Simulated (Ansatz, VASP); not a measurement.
# SiSn4: VASP beside Ansatz

```
Si Sn
1.0
     3.07853    1.77739    5.39226
    -3.07853    1.77739    5.39226
     0.00000   -3.55478    5.39226
Si Sn
1 4
Direct
  0.50000 0.50000 0.50000
  0.00000 0.00000 0.50000
  0.50000 0.00000 0.00000
  0.00000 0.50000 0.00000
  0.00000 0.00000 0.00000
```

Alike in both runs: functional PBE; k mesh 3 × 3 × 3; occupations gaussian, width 0.1 eV; no spin polarisation.

Ansatz relaxed the structure, and its values are those at the end. VASP's run is a single point on that final structure, the one shown.

```csv
,VASP,Ansatz
version,VASP 6.6.1,Ansatz 0.2.0
potentials or method,"VASP PAW PBE potentials, release 64 (Si, Sn_d), cutoff 520 eV","scalar-relativistic, plane waves, PAW"
valence electrons in the cell,60,60
```

|  | VASP | Ansatz | Ansatz less VASP |
| --- | --- | --- | --- |
| gap on the k mesh at the Fermi level (eV) | none | none | - |
| pressure (GPa) | -0.3 | -0.3 | +0.03 |

A gap of «none» marks a metal or a gap that the smearing closes.

The k mesh is coarse, so the values compare programs but aren't converged.
